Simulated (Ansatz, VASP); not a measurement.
## Two plane-wave programs on HfO2

Contents of INCAR:

```
SYSTEM = HfO2
PREC = Accurate
ENCUT = 520
EDIFF = 1E-6
ISMEAR = 0
SIGMA = 0.05
LREAL = .FALSE.
LASPH = .TRUE.
NELM = 80
ALGO = Normal
ISIF = 2
LWAVE = .FALSE.
LCHARG = .FALSE.
GGA = PE
NBANDS = 31
```

Contents of KPOINTS:

```
Automatic mesh
0
G
  6 6 4
  0 0 0
```

Contents of POSCAR:

```
HfO2
1.0
    3.6043048131      0.0000000000      0.0000000000
    0.0000000000      3.6043048131      0.0000000000
    0.0000000000      0.0000000000      5.2639671549
Hf O
2 4
Direct
    0.5000000000      0.5004473584      0.5000000000
    0.0000000000     -0.0004473584      0.0000000000
    0.0000000000      0.4995156912      0.6932521152
    0.5000000000      0.0004843088      0.8067478848
    0.5000000000     -0.0138723006      0.3067478848
    0.0000000000      0.5138723006      0.1932521152
```

Input for Ansatz:

```yaml
crystal:
  lattice:
    - [3.6043048131, 0.0, 0.0]
    - [0.0, 3.6043048131, 0.0]
    - [0.0, 0.0, 5.2639671549]
  atoms:
    - { symbol: Hf, position: [0.5, 0.5004473584, 0.5] }
    - { symbol: Hf, position: [0.0, -0.0004473584, 0.0] }
    - { symbol: O, position: [0.0, 0.4995156912, 0.6932521152] }
    - { symbol: O, position: [0.5, 0.0004843088, 0.8067478848] }
    - { symbol: O, position: [0.5, -0.0138723006, 0.3067478848] }
    - { symbol: O, position: [0.0, 0.5138723006, 0.1932521152] }
basis:
  ecutwfc: 420
kpoints:
  mp_grid: { grid: [6, 6, 4] }
hamiltonian:
  xc: pbe
scf:
  occupations: { method: gaussian, width: 0.05 }
output:
  forces: true
  stress: true
  eigenvalues: true
```

Change from the starting cell: mode 17 (648.0 1/cm) frozen in, largest displacement +0.050 Å.

Alike in both runs: task single point; functional PBE; k mesh 6 × 6 × 4; occupations gaussian, width 0.05 eV; no spin polarisation.

|  | VASP | Ansatz |
| --- | --- | --- |
| version | VASP 6.6.1 | Ansatz 0.2.0 |
| potentials or method | VASP PAW PBE potentials, release 64 (Hf_pv, O), cutoff 520 eV | scalar-relativistic, plane waves, PAW |
| valence electrons in the cell | 44 | 76 |

|  | VASP | Ansatz | Ansatz less VASP |
| --- | --- | --- | --- |
| gap on the k mesh at the Fermi level (eV) | 4.65 | 4.68 | +0.026 |
| least direct gap on the mesh (eV) | 4.72 | 4.74 | +0.019 |
| pressure (GPa) | -2.7 | 0.4 | +3.13 |
| traceless stress, the component that is largest in VASP (GPa) | -2.10 | -2.21 | -0.112 |
| rms of the force components (eV/Å) | 0.435 | 0.440 | +0.0047 |

Atom by atom the forces differ by 0.024 eV/Å (rms over components). With one functional, cell and mesh, what is left measures potentials, basis and numerics. VASP's potentials hold 44 valence electrons a cell and Ansatz's 76, so a difference there can come from the potentials and not from the codes.

Neither program's run includes spin-orbit coupling.
